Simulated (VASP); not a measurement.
# C (P-1) in VASP: further runs

The runs below take C through single point, with PBE+D3(BJ).

Everything below comes from runs of VASP 6.6.1. Logs are shortened: lines on timing, memory, paths and dates and some standing lists are left out, and cuts for length are marked.

### Step 1. The cell of the first run

The typed cell holds 10 atoms: a = 3.650 Å, b = 2.465 Å, c = 10.959 Å, α = 101.90°, β = 79.31°, γ = 90.00°.

### Step 2. Single point, PBE+D3(BJ) (the part above a cut slid along it)

The input, INCAR:

```
SYSTEM = C
PREC = Accurate ; ENCUT = 520
EDIFF = 1E-6 ; ISMEAR = 0
SIGMA = 0.05 ; LREAL = .False.
LASPH = .True. ; NELM = 60
ALGO = Normal ; ISIF = 2
LWAVE = .False. ; LCHARG = .False.
GGA = PE ; IVDW = 12
NBANDS = 31
```

The input, KPOINTS:

```
regular mesh
0
Gamma
  7 11 3
  0 0 0
```

The input, POSCAR:

```
C
1.0
    0.0000000000      1.4231666446     -3.3613878322
   -2.4649969361      0.0000000000      0.0000000000
    2.2595805248     10.4881747075      2.2337268792
C
10
Direct
    0.2378286935      0.3416034349      0.8090219290
    0.7415519978      0.6570239592      0.0622079555
    0.8656211717      0.3281688281      0.2489114489
   -0.0103096544      0.9993136971      0.4356149422
    0.1137595196      0.6704585660      0.6223184356
    0.7825171761      0.2141209097      0.1244955379
   -0.0934136499      0.8852657786      0.3111990313
    0.0306555240      0.5564106476      0.4979025246
    0.1547246979      1.2275555165      0.6846060180
    0.2787938718      0.8987003854      0.8713095114
```

Potentials or basis: VASP PAW PBE potentials, release 64 (C).

The run is started by

```sh
$ cat potpaw_PBE.64/C/POTCAR > POTCAR
$ mpirun -np 1 vasp_std > vasp.out
```

OUTCAR:

```text
SYSTEM = C
   PREC = Accurate
   ENCUT = 520
   EDIFF = 1E-6
   ISMEAR = 0
   LREAL = .False.
   LASPH = .True.
   NELM = 60
   ISIF = 2
   GGA = PE
   IVDW = 12
 IVDW          = 12

 ion  position               nearest neighbor table
   1  0.238  0.342  0.809-  10 1.42  10 1.42   9 1.42
   2  0.742  0.657  0.062-   6 1.42   6 1.42
   3  0.866  0.328  0.249-   7 1.42   7 1.42   6 1.42
   4  0.990  0.999  0.436-   8 1.42   7 1.42   8 1.42
   5  0.114  0.670  0.622-   9 1.42   9 1.42   8 1.42
   6  0.783  0.214  0.124-   2 1.42   2 1.42   3 1.42
   7  0.907  0.885  0.311-   3 1.42   4 1.42   3 1.42
   8  0.031  0.556  0.498-   4 1.42   4 1.42   5 1.42
   9  0.155  0.228  0.685-   5 1.42   5 1.42   1 1.42
  10  0.279  0.899  0.871-   1 1.42   1 1.42

  LATTYP: Found a triclinic cell.
 ALAT       =     2.4649969361
 B/A-ratio  =     1.7868600557
 C/A-ratio  =     4.4552973277
 COS(alpha) =     0.0139795345
 COS(beta)  =     0.2431562371
 COS(gamma) =     0.5596409169

  Lattice vectors:

 A1 = (   2.4649969361,   0.0000000000,   0.0000000000)
 A2 = (   2.4649969361,  -1.4231666446,   3.3613878322)
 A3 = (   2.6704133474,  -9.0650080629,  -5.5951147114)

Analysis of symmetry for initial positions (statically):
=====================================================================
 Subroutine PRICEL returns:
 Original cell was already a primitive cell.

 Routine SETGRP: Setting up the symmetry group for a
 triclinic supercell.

 Subroutine GETGRP returns: Found  2 space group operations
 (whereof  1 operations were pure point group operations)
 out of a pool of  2 trial point group operations.

The static configuration has the point symmetry C_1 .
 The point group associated with its full space group is S_2 .

Analysis of symmetry for dynamics (positions and initial velocities):
=====================================================================
 Subroutine PRICEL returns:
 Original cell was already a primitive cell.

 Routine SETGRP: Setting up the symmetry group for a
 triclinic supercell.

 Subroutine GETGRP returns: Found  2 space group operations
 (whereof  1 operations were pure point group operations)
 out of a pool of  2 trial point group operations.

The dynamic configuration has the point symmetry C_1 .
 The point group associated with its full space group is S_2 .

 Subroutine INISYM returns: Found  2 space group operations
 (whereof  1 operations are pure point group operations),
 and found     1 'primitive' translations

----------------------------------------------------------------------------------------

                                     Primitive cell

  volume of cell :      94.7392

  direct lattice vectors                    reciprocal lattice vectors
     0.000000000  1.423166645 -3.361387832     0.000000000  0.058118832 -0.272889432
    -2.464996936  0.000000000  0.000000000    -0.405680017  0.080170920  0.033943295
     2.259580525 10.488174708  2.233726879     0.000000000  0.087459186  0.037029049

  length of vectors
     3.650250876  2.464996936 10.958879898     0.279009750  0.414916618  0.094975047

  position of ions in fractional coordinates (direct lattice)
     0.237828693  0.341603435  0.809021929
     0.741551998  0.657023959  0.062207955
     0.865621172  0.328168828  0.248911449
     0.989690346  0.999313697  0.435614942
     0.113759520  0.670458566  0.622318436
     0.782517176  0.214120910  0.124495538
     0.906586350  0.885265779  0.311199031
     0.030655524  0.556410648  0.497902525
     0.154724698  0.227555516  0.684606018
     0.278793872  0.898700385  0.871309511

  ion indices of the primitive-cell ions
   primitive index   ion index
                 1           1
                 2           2
                 3           3
                 4           4
                 5           5
                 6           6
                 7           7
                 8           8
                 9           9
                10          10

----------------------------------------------------------------------------------------

 KPOINTS: regular mesh

Automatic generation of k-mesh.
 Grid dimensions read from file:
 generate k-points for:    7   11    3

 Generating k-lattice:

  Cartesian coordinates                     Fractional coordinates (reciprocal lattice)
     0.000000000  0.008302690 -0.038984205     0.142857143  0.000000000  0.000000000
    -0.036880002  0.007288265  0.003085754    -0.000000000  0.090909091 -0.000000000
     0.000000000  0.029153062  0.012343016     0.000000000  0.000000000  0.333333333

  Length of vectors
     0.039858536  0.037719693  0.031658349

  Shift w.r.t. Gamma in fractional coordinates (k-lattice)
     0.000000000  0.000000000  0.000000000

 Subroutine IBZKPT returns following result:
 ===========================================

 Found    116 irreducible k-points:

 Following reciprocal coordinates:
            Coordinates               Weight
  0.000000  0.000000  0.000000      1.000000
  0.142857  0.000000 -0.000000      2.000000
  0.285714  0.000000 -0.000000      2.000000
  0.428571  0.000000  0.000000      2.000000
 -0.000000  0.090909 -0.000000      2.000000
  0.142857  0.090909 -0.000000      2.000000
[... 16 lines left out ...]
 -0.428571  0.272727 -0.000000      2.000000
 -0.285714  0.272727 -0.000000      2.000000
 [... further k-points ...]
   k-points           NKPTS =    116   k-points in BZ     NKDIM =    116   number of bands    NBANDS=     31
   number of dos      NEDOS =    301   number of ions     NIONS =     10
   total plane-waves  NPLWV =  42336
   dimension x,y,z NGX =    28 NGY =   18 NGZ =   84
   dimension x,y,z NGXF=    56 NGYF=   36 NGZF=  168
   ions per type =              10
   NGX,Y,Z   is equivalent  to a cutoff of  12.75, 12.14, 12.74 a.u.
   NGXF,Y,Z  is equivalent  to a cutoff of  25.50, 24.28, 25.49 a.u.
 SYSTEM =  C
   PREC   = accura    normal or accurate (medium, high low for compatibility)
   ISTART =      0    job   : 0-new  1-cont  2-samecut
   ICHARG =      2    charge: 1-file 2-atom 10-const
   ISPIN  =      1    spin polarized calculation?
   LNONCOLLINEAR =      F non collinear calculations
   LSORBIT =      F    spin-orbit coupling
   LASPH  =      T    aspherical Exc in radial PAW
   ENCUT  =  520.0 eV  38.22 Ry    6.18 a.u.   6.79  4.58 20.38*2*pi/ulx,y,z
   NELM   =     60;   NELMIN=  2; NELMDL= -5     # of ELM steps
   EDIFF  = 0.1E-05   stopping-criterion for ELM
   LREAL  =      F    real-space projection
[... 7 lines left out ...]
   TEBEG  =    0.0;   TEEND  =   0.0 temperature during run
   PSTRESS=    0.0 pullay stress
   NELECT =      40.0000    total number of electrons
   NUPDOWN=      -1.0000    fix difference up-down
   EMIN   =  10.00;   EMAX   =-10.00  energy-range for DOS
   EFERMI =   0.00;   METHOD = LEGACY
   ISMEAR =     0;   SIGMA  =   0.05  broadening in eV -4-tet -1-fermi 0-gaus
   EFERMI_NEDOS =   21; number of points for ismear=-14 and -15
   IALGO  =     38    algorithm
   IMIX   =      4    mixing-type and parameters
     AMIX     =   0.40;   BMIX     =  1.00
     AMIX_MAG =   1.60;   BMIX_MAG =  1.00
  volume/ion in A,a.u.               =       9.47        63.93
  Fermi-wavevector in a.u.,A,eV,Ry     =   1.228151  2.320868 20.522402  1.508354
  Thomas-Fermi vector in A             =   2.363087
   LORBIT       =      0    0 simple, 1 ext, 2 COOP (PROOUT), +10 PAW based schemes
   GGA     = PE    functional components
   LHFCALC =     F    Hartree Fock is set to
   AEXX    =    0.0000 exact exchange contribution
   IVDW    =    12    specifies the selected vdW correction
   LEPSILON=     F    determine dielectric tensor
   LRPA    =     F    only Hartree local field effects (RPA)
 non-spin polarized calculation
 Gauss-broadening in eV      SIGMA  =   0.05
  energy-cutoff  :      520.00
  volume of cell :       94.74
 maximum number of plane-waves:      2579
   NGX = 13   NGY =  9   NGZ = 41

 number of electron      40.0000002 magnetization

 Free energy of the ion-electron system (eV)
  ---------------------------------------------------
  ext. energy  EPLUGINS =         0.00000000
  ---------------------------------------------------
  free energy    TOTEN  =       -86.24427541 eV

  energy without entropy =      -86.24329894  energy(sigma->0) =      -86.24378717

 E-fermi :   3.5748     XC(G=0): -10.0887

 val. band max:        3.5191563279   @ k =  -0.4286  -0.2727   0.3333
 cond. band min:       3.5840327305   @ k =  -0.1429   0.3636  -0.0000
 fundamental gap:      0.0648764026
 Fermi energy:         3.5748133990

 k-point     1 :       0.0000    0.0000    0.0000
  band No.  band energies     occupation
      1     -15.6580      2.00000
      2     -14.8993      2.00000
      3     -13.8959      2.00000
      4     -12.2205      2.00000
      5     -10.9654      2.00000
      6      -7.8226      2.00000
[... 23 lines left out ...]
     30      12.0139      0.00000
     31      12.8191      0.00000

 k-point     2 :       0.1429    0.0000   -0.0000
  band No.  band energies     occupation
      1     -15.6103      2.00000
      2     -14.8627      2.00000
      3     -13.8664      2.00000
      4     -12.2192      2.00000
      5     -10.9608      2.00000
      6      -7.8564      2.00000
[... 23 lines left out ...]
     30      12.0535      0.00000
     31      12.9008      0.00000

 k-point     3 :       0.2857    0.0000   -0.0000
  band No.  band energies     occupation
      1     -15.4968      2.00000
      2     -14.7789      2.00000
      3     -13.7998      2.00000
      4     -12.2229      2.00000
      5     -10.9500      2.00000
      6      -7.9379      2.00000
[... 703 lines left out ...]
     30      14.1069      0.00000
     31      14.6068      0.00000

 k-point    24 :      -0.2857    0.2727   -0.0000
  band No.  band energies     occupation
      1     -14.1850      2.00000
      2     -13.5122      2.00000
      3     -12.4737      2.00000
      4     -11.0900      2.00000
      5      -9.7084      2.00000
      6      -7.4884      2.00000
[... 23 lines left out ...]
     30      13.1140      0.00000
     31      13.6602      0.00000

 [... further k-points ...]

------------------------ aborting loop because EDIFF is reached ----------------------------------------

 Edisp (eV)   -1.52827

 E8    (eV) :    -0.4340

  FORCE on cell =-STRESS in cart. coord.  units (eV):
  Direction    XX          YY          ZZ          XY          YZ          ZX
  --------------------------------------------------------------------------------------
  -------------------------------------------------------------------------------------
  Total      -1.92489    -1.47041    -0.40338    -0.93062     1.05072    -0.62055
  in kB     -32.55277   -24.86683    -6.82181   -15.73811    17.76919   -10.49437
  external pressure =      -21.41 kB  Pullay stress =        0.00 kB

 VOLUME and BASIS-vectors are now :
 -----------------------------------------------------------------------------
  energy-cutoff  :      520.00
  volume of cell :       94.74
      direct lattice vectors                 reciprocal lattice vectors
     0.000000000  1.423166645 -3.361387832     0.000000000  0.058118832 -0.272889432
    -2.464996936  0.000000000  0.000000000    -0.405680017  0.080170920  0.033943295
     2.259580525 10.488174708  2.233726879     0.000000000  0.087459186  0.037029049

 POSITION                                       TOTAL-FORCE (eV/Angst)
 -----------------------------------------------------------------------------------
      0.98600      8.82363      1.00770        -0.058328      2.106820     -0.127883
     -1.47900      1.70780     -2.35369        -0.453413      0.718287      0.263076
     -0.24650      3.84255     -2.35369        -0.065040      0.667412     -0.021248
     -1.47900      5.97730     -2.35369        -0.013467      0.096692      0.025698
     -0.24650      6.68888      1.00770        -0.011450      0.109265      0.017489
     -0.24650      2.41938     -2.35225         0.058328     -2.106820      0.127883
     -1.47900      4.55413     -2.35225         0.011450     -0.109265     -0.017489
     -0.24650      5.26572      1.00913         0.013467     -0.096692     -0.025698
      0.98600      7.40047      1.00913         0.065040     -0.667412      0.021248
     -0.24650      9.53522      1.00913         0.453413     -0.718287     -0.263076
 -----------------------------------------------------------------------------------
    total drift:                                0.000000     -0.000003      0.000003

  FREE ENERGIE OF THE ION-ELECTRON SYSTEM (eV)
  ---------------------------------------------------
  free  energy   TOTEN  =       -87.7725457155 eV

  energy  without entropy=      -87.7715692357  energy(sigma->0) =      -87.77205748
```

Run time: 7.7 min. Hardware: 1 thread of Intel Xeon 8259CL, shared host; peak memory 0.35 GiB.

What came out:

| Property | Result |
| --- | --- |
| Free energy | -87.7725 eV |
| Pressure | -2.1 GPa |
| Largest force | 2.112 eV/Å |
| Dispersion energy per atom | -0.153 eV |

Forces on the atoms (eV/Å):
```
C   -0.058  2.107 -0.128
C   -0.453  0.718  0.263
C   -0.065  0.667 -0.021
C   -0.013  0.097  0.026
C   -0.011  0.109  0.017
C    0.058 -2.107  0.128
C    0.011 -0.109 -0.017
C    0.013 -0.097 -0.026
C    0.065 -0.667  0.021
C    0.453 -0.718 -0.263
```

Stress tensor (GPa, compression positive):
```
-3.26 -1.57 -1.05
-1.57 -2.49  1.78
-1.05  1.78 -0.68
```

Caveat: the cell differs from its parent crystal (the part above a cut slid along it); forces of over 1 eV/Å act on the atoms, so gaps and moduli don't describe the material at rest.

### Step 3. Single point, PBE+D3(BJ) (the part above a cut slid along it)

The input, INCAR:

```
PREC = Accurate ; ENCUT = 520
EDIFF = 1E-6 ; ISMEAR = 0
SIGMA = 0.05 ; LREAL = F
LASPH = T ; NELM = 60
ALGO = Normal ; ISIF = 2
LWAVE = F ; LCHARG = F
GGA = PE ; IVDW = 12
NBANDS = 31
```

The input, KPOINTS:

```
regular mesh
0
Gamma
  7 11 3
```

The input, POSCAR:

```
C
1.0
    0.0000000000      1.4231666446     -3.3613878322
   -2.4649969361      0.0000000000      0.0000000000
    3.0812461702     11.4229960287      1.3082052044
C
10
Direct
    0.0007991991      0.5654314618      0.7723451695
    0.7233261380      0.6742347213      0.0593877770
    0.7926944033      0.3970339064      0.2376271251
   -0.1379373315      1.1198330916      0.4158664732
   -0.0685690662      0.8426322767      0.5941058214
    0.7460421273      0.2485644639      0.1188515711
   -0.1845896075      0.9713636490      0.2970909192
   -0.1152213422      0.6941628341      0.4753302673
   -0.0458530769      1.4169620193      0.6535696154
    0.0235151884      1.1397612044      0.8318089635
```

Potentials or basis: VASP PAW PBE potentials, release 64 (C).

The run is started by

```sh
$ cat potpaw_PBE.64/C/POTCAR > POTCAR
$ mpirun -np 1 vasp_std > vasp.out
```

It took 7.1 min on 1 thread of Intel Xeon 8259CL, shared host; peak memory 0.36 GiB.

The run converged. Its results:

```
Free energy                : -88.2737 eV
Pressure                   : -3.7 GPa
Largest force              : 2.422 eV/Å
Dispersion energy per atom : -0.146 eV
```

Forces in eV/Å, atoms in the order of the input:
```
C    0.142  2.396  0.326
C    0.886  0.184 -1.331
C    0.100  0.739  0.387
C    0.011  0.203 -0.037
C    0.011  0.242  0.010
C   -0.142 -2.396 -0.326
C   -0.011 -0.242 -0.010
C   -0.011 -0.203  0.037
C   -0.100 -0.739 -0.387
C   -0.886 -0.184  1.331
```

Stress tensor (GPa, compression positive):
```
-3.09  3.36  1.82
 3.36 -4.99 -3.18
 1.82 -3.18 -2.89
```

Caveat: the cell differs from its parent crystal (the part above a cut slid along it); the cell stands under tension; forces of over 1 eV/Å act on the atoms, so gaps and moduli don't describe the material at rest.
